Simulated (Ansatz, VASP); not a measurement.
**Two plane-wave programs on Co**

```
Co
1.0
     2.56002    0.00000    0.00000
    -1.28001    2.21704    0.00000
     0.00000    0.00000    8.29174
Co
4
Direct
  0.00000 0.00000 0.00000
  0.00000 0.00000 0.50000
  0.33333 0.66667 0.25000
  0.66667 0.33333 0.75000
```

Alike in both runs: task single point; functional PBE; k mesh 16 × 16 × 5; occupations fermi-dirac, width 0.05 eV; collinear spin.

```csv
,VASP,Ansatz
version,VASP 6.6.1,Ansatz 0.2.0
potentials or method,"VASP PAW PBE potentials, release 64 (Co), cutoff 520 eV","plane waves (420 eV) with PAW, scalar-relativistic"
valence electrons in the cell,36,68
```

VASP gave:

```
pressure (GPa)                                                : -13.9
traceless stress, the component that is largest in VASP (GPa) : -0.09
net moment per atom (μB)                                      : 1.69
size of the moment on the site where the two differ most (μB) : 1.73
```

Q: What did Ansatz give for the same quantities?

A: Pressure (GPa): -13.5; traceless stress, the component that is largest in VASP (GPa): 0.02; net moment per atom (μB): 1.70; size of the moment on the site where the two differ most (μB): 1.79.

Site moments also hang on the region over which each program counts them. VASP's potentials hold 36 valence electrons a cell and Ansatz's 68, so a difference there can come from the potentials and not from the codes.
